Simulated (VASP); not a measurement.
# Hf (Fm-3m) in VASP: a series of runs

The runs below take Hf through single point, with PBE.

Program: VASP 6.6.1. These are calculated values, not measurements. Logs are shortened: lines on timing, memory, paths and dates and some standing lists are left out, and cuts for length are marked.

## Step 1: The cell of the first run

Symmetry: Fm-3m, No. 225, cubic system. Conventional cell: a = 3.785 Å, b = 3.785 Å, c = 3.785 Å, α = 90.00°, β = 90.00°, γ = 90.00°. Within 3.5 Å of Hf (site symmetry m-3m) lie 12 Hf at 2.68 Å.

## Step 2: Single point, PBE (volume scaled by 0.6)

Input file INCAR:

```
SYSTEM = Hf
PREC = Accurate ; ENCUT = 520
EDIFF = 1E-6 ; ISMEAR = -1
SIGMA = 0.1 ; LREAL = .FALSE.
LASPH = .TRUE. ; NELM = 60
ALGO = Normal ; ISIF = 2
LWAVE = .FALSE. ; LCHARG = .FALSE.
GGA = PE ; NBANDS = 11
```

Input file KPOINTS:

```
Automatic mesh
0
G
  16 16 16
  0 0 0
```

Input file POSCAR:

```
Hf
1.0
    0.0000000000      1.8923612212      1.8923612212
    1.8923612212      0.0000000000      1.8923612212
    1.8923612212      1.8923612212      0.0000000000
Hf
1
Direct
    0.0000000000      0.0000000000      0.0000000000
```

Potentials or basis: VASP PAW PBE potentials, release 64 (Hf_pv).

Command:

```console
$ cat potpaw_PBE.64/Hf_pv/POTCAR > POTCAR
$ mpirun -np 1 vasp_std > vasp.out
```

OUTCAR:

```text
SYSTEM = Hf
   PREC = Accurate
   ENCUT = 520
   EDIFF = 1E-6
   ISMEAR = -1
   LREAL = .FALSE.
   LASPH = .TRUE.
   NELM = 60
   ISIF = 2
   GGA = PE

 ion  position               nearest neighbor table
   1  0.000  0.000  0.000-

  LATTYP: Found a face centered cubic cell.
 ALAT       =     3.7847224424

  Lattice vectors:

 A1 = (   0.0000000000,   1.8923612212,   1.8923612212)
 A2 = (   1.8923612212,   0.0000000000,   1.8923612212)
 A3 = (   1.8923612212,   1.8923612212,   0.0000000000)

Analysis of symmetry for initial positions (statically):
=====================================================================
 Subroutine PRICEL returns:
 Original cell was already a primitive cell.

 Routine SETGRP: Setting up the symmetry group for a
 face centered cubic supercell.

 Subroutine GETGRP returns: Found 48 space group operations
 (whereof 48 operations were pure point group operations)
 out of a pool of 48 trial point group operations.

The static configuration has the point symmetry O_h .

Analysis of symmetry for dynamics (positions and initial velocities):
=====================================================================
 Subroutine PRICEL returns:
 Original cell was already a primitive cell.

 Routine SETGRP: Setting up the symmetry group for a
 face centered cubic supercell.

 Subroutine GETGRP returns: Found 48 space group operations
 (whereof 48 operations were pure point group operations)
 out of a pool of 48 trial point group operations.

The dynamic configuration has the point symmetry O_h .

 Subroutine INISYM returns: Found 48 space group operations
 (whereof 48 operations are pure point group operations),
 and found     1 'primitive' translations

----------------------------------------------------------------------------------------

                                     Primitive cell

  volume of cell :      13.5532

  direct lattice vectors                    reciprocal lattice vectors
     0.000000000  1.892361221  1.892361221    -0.264220168  0.264220168  0.264220168
     1.892361221  0.000000000  1.892361221     0.264220168 -0.264220168  0.264220168
     1.892361221  1.892361221  0.000000000     0.264220168  0.264220168 -0.264220168

  length of vectors
     2.676202904  2.676202904  2.676202904     0.457642756  0.457642756  0.457642756

  position of ions in fractional coordinates (direct lattice)
     0.000000000  0.000000000  0.000000000

  ion indices of the primitive-cell ions
   primitive index   ion index
                 1           1

----------------------------------------------------------------------------------------

 KPOINTS: Automatic mesh

Automatic generation of k-mesh.
 Grid dimensions read from file:
 generate k-points for:   16   16   16

 Generating k-lattice:

  Cartesian coordinates                     Fractional coordinates (reciprocal lattice)
    -0.016513761  0.016513761  0.016513761     0.062500000  0.000000000  0.000000000
     0.016513761 -0.016513761  0.016513761     0.000000000  0.062500000  0.000000000
     0.016513761  0.016513761 -0.016513761     0.000000000  0.000000000  0.062500000

  Length of vectors
     0.028602672  0.028602672  0.028602672

  Shift w.r.t. Gamma in fractional coordinates (k-lattice)
     0.000000000  0.000000000  0.000000000

 Subroutine IBZKPT returns following result:
 ===========================================

 Found    145 irreducible k-points:

 Following reciprocal coordinates:
            Coordinates               Weight
  0.000000  0.000000  0.000000      1.000000
  0.062500  0.000000  0.000000      8.000000
  0.125000  0.000000  0.000000      8.000000
  0.187500  0.000000  0.000000      8.000000
  0.250000  0.000000  0.000000      8.000000
  0.312500  0.000000  0.000000      8.000000
[... 16 lines left out ...]
 -0.125000  0.062500  0.000000     24.000000
 -0.062500  0.062500  0.000000     12.000000
 [... further k-points ...]
   k-points           NKPTS =    145   k-points in BZ     NKDIM =    145   number of bands    NBANDS=     11
   number of dos      NEDOS =    301   number of ions     NIONS =      1
   total plane-waves  NPLWV =   8000
   dimension x,y,z NGX =    20 NGY =   20 NGZ =   20
   dimension x,y,z NGXF=    40 NGYF=   40 NGZF=   40
   ions per type =               1
   NGX,Y,Z   is equivalent  to a cutoff of  12.42, 12.42, 12.42 a.u.
   NGXF,Y,Z  is equivalent  to a cutoff of  24.85, 24.85, 24.85 a.u.
 SYSTEM =  Hf
   PREC   = accura    normal or accurate (medium, high low for compatibility)
   ISTART =      0    job   : 0-new  1-cont  2-samecut
   ICHARG =      2    charge: 1-file 2-atom 10-const
   ISPIN  =      1    spin polarized calculation?
   LNONCOLLINEAR =      F non collinear calculations
   LSORBIT =      F    spin-orbit coupling
   LASPH  =      T    aspherical Exc in radial PAW
   ENCUT  =  520.0 eV  38.22 Ry    6.18 a.u.   4.98  4.98  4.98*2*pi/ulx,y,z
   NELM   =     60;   NELMIN=  2; NELMDL= -5     # of ELM steps
   EDIFF  = 0.1E-05   stopping-criterion for ELM
   LREAL  =      F    real-space projection
   EDIFFG = 0.1E-04   stopping-criterion for IOM
   NSW    =      0    number of steps for IOM
   IBRION =     -1    ionic relax: 0-MD 1-quasi-New 2-CG
   NFREE  =      0    steps in history (QN), initial steepest desc. (CG)
   ISIF   =      2    stress and relaxation
   ISYM   =      2    0-nonsym 1-usesym 2-fastsym
   POTIM  = 0.5000    time-step for ionic-motion
   TEBEG  =    0.0;   TEEND  =   0.0 temperature during run
   PSTRESS=    0.0 pullay stress
   NELECT =      10.0000    total number of electrons
   NUPDOWN=      -1.0000    fix difference up-down
   EMIN   =  10.00;   EMAX   =-10.00  energy-range for DOS
   EFERMI =   0.00;   METHOD = LEGACY
   ISMEAR =    -1;   SIGMA  =   0.10  broadening in eV -4-tet -1-fermi 0-gaus
   EFERMI_NEDOS =   21; number of points for ismear=-14 and -15
   IALGO  =     38    algorithm
   IMIX   =      4    mixing-type and parameters
     AMIX     =   0.40;   BMIX     =  1.00
     AMIX_MAG =   1.60;   BMIX_MAG =  1.00
  volume/ion in A,a.u.               =      13.55        91.46
  Fermi-wavevector in a.u.,A,eV,Ry     =   1.479315  2.795501 29.774639  2.188374
  Thomas-Fermi vector in A             =   2.593488
   LORBIT       =      0    0 simple, 1 ext, 2 COOP (PROOUT), +10 PAW based schemes
   GGA     = PE    functional components
   LHFCALC =     F    Hartree Fock is set to
   AEXX    =    0.0000 exact exchange contribution
   IVDW    =     0    specifies the selected vdW correction
   LEPSILON=     F    determine dielectric tensor
   LRPA    =     F    only Hartree local field effects (RPA)
 non-spin polarized calculation
  energy-cutoff  :      520.00
  volume of cell :       13.55
 maximum number of plane-waves:       380
   NGX =  9   NGY =  9   NGZ =  9

 number of electron      10.0000000 magnetization

 Free energy of the ion-electron system (eV)
  ---------------------------------------------------
  ext. energy  EPLUGINS =         0.00000000
  ---------------------------------------------------
  free energy    TOTEN  =        -7.55547254 eV

  energy without entropy =       -7.53434996  energy(sigma->0) =       -7.54491125

 E-fermi :   8.8958     XC(G=0): -13.8031

 val. band max:        8.8529800102   @ k =   0.5000   0.2500   0.1250
 cond. band min:       8.9337816987   @ k =   0.1875   0.0000   0.0000
 fundamental gap:      0.0808016886
 Fermi energy:         8.8957683465

 k-point     1 :       0.0000    0.0000    0.0000
  band No.  band energies     occupation
      1     -19.3197      2.00000
      2     -19.3197      2.00000
      3     -19.3197      2.00000
      4       0.5178      2.00000
      5      10.1526      0.00001
      6      10.1526      0.00001
      7      10.1526      0.00001
      8      15.2654      0.00000
      9      15.2654      0.00000
     10      21.9725      0.00000
     11      23.2886      0.00000

 k-point     2 :       0.0625    0.0000    0.0000
  band No.  band energies     occupation
      1     -19.4916      2.00000
      2     -19.3378      2.00000
      3     -19.3378      2.00000
      4       0.7896      2.00000
      5       9.9138      0.00008
      6      10.2737      0.00000
      7      10.2737      0.00000
      8      15.0891      0.00000
      9      15.0891      0.00000
     10      22.5182      0.00000
     11      23.2883      0.00000

 k-point     3 :       0.1250    0.0000    0.0000
  band No.  band energies     occupation
      1     -19.9616      2.00000
      2     -19.3889      2.00000
      3     -19.3889      2.00000
      4       1.5270      2.00000
      5       9.3784      0.01590
      6      10.5724      0.00000
      7      10.5724      0.00000
      8      14.7224      0.00000
      9      14.7224      0.00000
     10      23.2860      0.00000
     11      23.7880      0.00000

 k-point     4 :       0.1875    0.0000    0.0000
  band No.  band energies     occupation
      1     -20.6187      2.00000
      2     -19.4642      2.00000
      3     -19.4642      2.00000
      4       2.4952      2.00000
      5       8.9338      0.81219
      6      10.8223      0.00000
      7      10.8223      0.00000
      8      14.5792      0.00000
      9      14.5792      0.00000
     10      23.2742      0.00000
     11      23.7486      0.00000
[... 239 lines left out ...]
 k-point    22 :      -0.1875    0.0625    0.0000
  band No.  band energies     occupation
      1     -20.8853      2.00000
      2     -19.6453      2.00000
      3     -19.4480      2.00000
      4       3.0253      2.00000
      5       8.6549      1.83502
      6      10.8121      0.00000
      7      11.0072      0.00000
      8      13.7374      0.00000
      9      15.5925      0.00000
     10      23.2764      0.00000
     11      23.9584      0.00000

 k-point    23 :      -0.1250    0.0625    0.0000
  band No.  band energies     occupation
      1     -20.2296      2.00000
      2     -19.5367      2.00000
      3     -19.3790      2.00000
      4       2.0550      2.00000
      5       8.9825      0.59181
      6      10.7814      0.00000
      7      10.8091      0.00000
      8      13.8952      0.00000
      9      15.2030      0.00000
     10      23.2855      0.00000
     11      24.5848      0.00000

 k-point    24 :      -0.0625    0.0625    0.0000
  band No.  band energies     occupation
      1     -19.7280      2.00000
      2     -19.4283      2.00000
      3     -19.3399      2.00000
      4       1.2198      2.00000
      5       9.5279      0.00359
      6      10.4338      0.00000
      7      10.5361      0.00000
      8      14.5037      0.00000
      9      15.1877      0.00000
     10      23.2876      0.00000
     11      23.3513      0.00000

 [... further k-points ...]

------------------------ aborting loop because EDIFF is reached ----------------------------------------

  FORCE on cell =-STRESS in cart. coord.  units (eV):
  Direction    XX          YY          ZZ          XY          YZ          ZX
  --------------------------------------------------------------------------------------
  -------------------------------------------------------------------------------------
  Total       10.3190735     10.3190735     10.3190735      0.0000000     -0.0000000      0.0000000
  in kB     1219.8577080   1219.8577080   1219.8577080      0.0000000     -0.0000000      0.0000000
  external PRESSURE =    1219.8577080 kB  Pullay stress =       0.0000000 kB

 VOLUME and BASIS-vectors are now :
 -----------------------------------------------------------------------------
  energy-cutoff  :      520.00
  volume of cell :       13.55
      direct lattice vectors                 reciprocal lattice vectors
     0.000000000  1.892361221  1.892361221    -0.264220168  0.264220168  0.264220168
     1.892361221  0.000000000  1.892361221     0.264220168 -0.264220168  0.264220168
     1.892361221  1.892361221  0.000000000     0.264220168  0.264220168 -0.264220168

 POSITION                                       TOTAL-FORCE (eV/Angst)
 -----------------------------------------------------------------------------------
      0.00000      0.00000      0.00000         0.000000      0.000000      0.000000
 -----------------------------------------------------------------------------------
    total drift:                                0.000000      0.000000     -0.000000

  FREE ENERGIE OF THE ION-ELECTRON SYSTEM (eV)
  ---------------------------------------------------
  free  energy   TOTEN  =        -7.5554725397 eV

  energy  without entropy=       -7.5343499564  energy(sigma->0) =       -7.54491125
```

Run time: 8.5 s. Hardware: 1 thread of Intel Xeon Platinum 8559C (Emerald Rapids), shared host; peak memory 0.14 GiB.

What came out:

```yaml
Free_energy: -7.5555 eV
Pressure: 122.0 GPa
Band_gap_on_the_k_mesh: zero (band 5 reaches 10.15 eV, above the bottom of band 6 at 7.83 eV)
```

Caveat: spin-orbit coupling is left out, which moves the levels of the heavy elements.

## Step 3: Single point, PBE (volume scaled by 0.68)

Input file INCAR:

```
SYSTEM = Hf
ALGO = Normal
EDIFF = 1E-7
ENCUT = 520
GGA = PE
ISIF = 2
ISMEAR = -1
LASPH = .True.
LCHARG = .False.
LREAL = .False.
LWAVE = .False.
NBANDS = 11
NELM = 60
PREC = Accurate
SIGMA = 0.1
```

Input file KPOINTS:

```
k-points
0
Gamma
  16 16 16
  0 0 0
```

Input file POSCAR:

```
Hf
1.0
    0.0000000000      1.9729826245      1.9729826245
    1.9729826245      0.0000000000      1.9729826245
    1.9729826245      1.9729826245      0.0000000000
Hf
1
Direct
    0.0000000000      0.0000000000      0.0000000000
```

Potentials or basis: VASP PAW PBE potentials, release 64 (Hf_pv).

Command:

```console
$ cat potpaw_PBE.64/Hf_pv/POTCAR > POTCAR
$ mpirun -np 1 vasp_std > vasp.out
```

It took 11 s on 1 thread of Intel Xeon Platinum 8559C (Emerald Rapids), shared host; peak memory 0.15 GiB.

It converged, with:

- Free energy: -8.6384 eV
- Pressure: 73.8 GPa
- Band gap on the k mesh: zero (band 5 reaches 9.10 eV, above the bottom of band 6 at 6.89 eV)

Levels at points of the mesh, in eV from the Fermi level:
| k point | band 1 | band 2 | band 3 | band 4 | band 5 | band 6 | band 7 | band 8 | band 9 | band 10 |
| --- | --- | --- | --- | --- | --- | --- | --- | --- | --- | --- |
| (0.00, 0.00, 0.00) | -28.67 | -28.67 | -28.67 | -8.27 | 1.36 | 1.36 | 1.36 | 5.78 | 5.78 | 12.60 |
| (0.50, 0.00, 0.00) | -31.29 | -29.00 | -29.00 | -4.93 | 0.94 | 0.94 | 2.64 | 9.26 | 9.26 | 12.35 |
| (0.50, 0.50, 0.00) | -31.10 | -29.59 | -29.59 | -5.28 | -3.94 | 5.60 | 9.32 | 10.35 | 10.35 | 13.83 |

Caveat: spin-orbit coupling is left out, which moves the levels of the heavy elements.

## Step 4: Single point, PBE (volume scaled by 0.76)

Input file INCAR:

```
SYSTEM = Hf
ALGO     = Normal         ! electronic algorithm
EDIFF    = 1E-7           ! SCF threshold, eV
ENCUT    = 520            ! plane-wave cutoff, eV
GGA      = PE             ! functional
ISIF     = 2              ! what is computed and relaxed
ISMEAR   = -1             ! smearing method
LASPH    = .True.         ! aspherical terms in the spheres
LCHARG   = .False.        ! write CHGCAR
LREAL    = .False.        ! projectors in reciprocal space
LWAVE    = .False.        ! write WAVECAR
NBANDS   = 11             ! bands
NELM     = 100            ! most SCF steps
PREC     = Accurate       ! precision mode
SIGMA    = 0.1            ! smearing width, eV
```

KPOINTS is that of step 3.

Input file POSCAR:

```
Hf
1.0
    0.0000000000      2.0475042902      2.0475042902
    2.0475042902      0.0000000000      2.0475042902
    2.0475042902      2.0475042902      0.0000000000
Hf
1
Direct
    0.0000000000      0.0000000000      0.0000000000
```

Command:

```console
$ cat potpaw_PBE.64/Hf_pv/POTCAR > POTCAR
$ mpirun -np 1 vasp_std > vasp.out
```

Run time: 12 s. Hardware: 1 thread of Intel Xeon Platinum 8559C (Emerald Rapids), shared host; peak memory 0.15 GiB.

Results (log left out):

- Free energy: -9.2863 eV
- Pressure: 43.2 GPa
- Band gap on the k mesh: zero (band 5 reaches 8.19 eV, above the bottom of band 6 at 6.16 eV)

Levels at points of the mesh, in eV from the Fermi level:
| k point | band 2 | band 3 | band 4 | band 5 | band 6 | band 7 | band 8 | band 9 |
| --- | --- | --- | --- | --- | --- | --- | --- | --- |
| (0.00, 0.00, 0.00) | -29.07 | -29.07 | -8.04 | 1.40 | 1.40 | 1.40 | 5.28 | 5.28 |
| (0.50, 0.00, 0.00) | -29.31 | -29.31 | -4.52 | 1.06 | 1.06 | 1.81 | 8.30 | 8.30 |
| (0.50, 0.50, 0.00) | -29.74 | -29.74 | -4.59 | -3.32 | 4.41 | 8.34 | 9.23 | 9.23 |

Caveat: spin-orbit coupling is left out, which moves the levels of the heavy elements.

## Step 5: The runs side by side

| cell | gap on the mesh (eV) | pressure (GPa) |
| --- | --- | --- |
| a = 2.676 Å, angles 60.0°, 1 atom | none | 122.0 |
| a = 2.790 Å, angles 60.0°, 1 atom | none | 73.8 |
| a = 2.896 Å, angles 60.0°, 1 atom | none | 43.2 |

Alike in all rows: task single point; level PBE; potentials or basis VASP PAW PBE potentials, release 64 (Hf_pv); no spin polarisation; k mesh 16 × 16 × 16; cutoff (eV) 520; smearing fermi-dirac 0.1 eV.

Caveats: spin-orbit coupling is left out, which moves the levels of the heavy elements.

Total energies depend on the potentials used, so only differences within one code and one set of settings carry meaning.
